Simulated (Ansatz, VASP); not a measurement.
Si: VASP beside Ansatz

```xyz
2
Lattice="2.5989 0.0000 0.0000 -1.2995 2.2507 0.0000 0.0000 0.0000 4.5063" Properties=species:S:1:pos:R:3 pbc="T T T"
Si    0.0000    1.5005    1.1266
Si    1.2995    0.7502    3.3797
```

Change from the starting cell: strain -0.025 along x and y, +0.000 along z, atoms carried along.

Alike in both runs: task single point; functional r2SCAN; k mesh 24 × 24 × 10; occupations gaussian, width 0.15 eV; no spin polarisation.

|  | VASP | Ansatz |
| --- | --- | --- |
| version | VASP 6.6.1 | Ansatz 0.2.0 |
| potentials or method | VASP PAW PBE potentials, release 64 (Si), cutoff 520 eV | scalar-relativistic, plane waves, PAW |
| valence electrons in the cell | 8 | 8 |

|  | VASP | Ansatz | Ansatz less VASP |
| --- | --- | --- | --- |
| gap on the k mesh at the Fermi level (eV) | none | none | - |
| pressure (GPa) | 4.1 | 4.0 | -0.06 |
| traceless stress, the component that is largest in VASP (GPa) | -1.30 | -1.35 | -0.042 |

VASP's potentials were made for PBE, not for r2SCAN. A gap of «none» marks a metal or a gap that the smearing closes.
